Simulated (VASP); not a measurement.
Runs of VASP 6.6.1 on SiO2. The structure is that of space group P4_2/mnm (No. 136), or close to it. The cells are those of the table. 

| cell | gap on the mesh (eV) | pressure (GPa) | largest force (eV/Å) |
| --- | --- | --- | --- |
| a = 4.230, b = 4.230, c = 2.853 Å, 6 atoms | 3.81 | -29.0 | 0.13 |
| a = 4.055, b = 4.055, c = 2.342 Å, 6 atoms | 8.98 | 97.7 | (b) |
| a = 4.280, b = 4.280, c = 2.534 Å, 6 atoms | 5.81 | 2.7 | 0.50 |
| a = 4.230, b = 4.230, c = 2.342 Å, 6 atoms | 7.43 | 53.1 | 0.44 |
| a = 4.180, b = 4.180, c = 2.342 Å, 6 atoms | (a) | 64.2 | 0.83 |

Alike in all rows: task single point; level LDA; potentials or basis VASP PAW LDA potentials, release 64 (Si, O); no spin polarisation; k mesh 6 × 6 × 8; cutoff (eV) 520; smearing gaussian 0.05 eV.

**Question.** Estimate the missing entries.

**Answer.** (a) 7.93; (b) 1.78.

Caveats: forces of over 1 eV/Å act on the atoms, so gaps and moduli don't describe the material at rest (some runs).

A k mesh can miss the band edges.
